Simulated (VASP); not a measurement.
The system is BN.

```
B N
1.0
     0.00000    1.80750    1.80750
     1.80750    0.00000    1.80750
     1.80750    1.80750    0.00000
B N
1 1
Direct
  0.00000 0.00000 0.00000
  0.75000 0.75000 0.75000
```

Base run:

* Program: VASP 6.6.1
* Functional: PBE
* Potentials or basis: VASP PAW PBE potentials, release 64 (B, N)
* Cutoff: 600 eV
* k mesh: 8 × 8 × 8
* Occupations: methfessel-paxton, width 0.02 eV
* Spin: no spin polarisation

Its results: band gap on the k mesh 4.46 eV (least direct gap 8.82 eV); pressure 3.0 GPa.

**Question.** The run is repeated on the same cell with these changes: k mesh from 8 × 8 × 8 to 4 × 4 × 4. What comes out?

**Answer.** Band gap on the k mesh 4.44 eV (least direct gap 8.79 eV); pressure 3.7 GPa.

Caveats: some runs use coarse meshes; the cell stands under pressure (at least some runs).

A k mesh can miss the band edges.
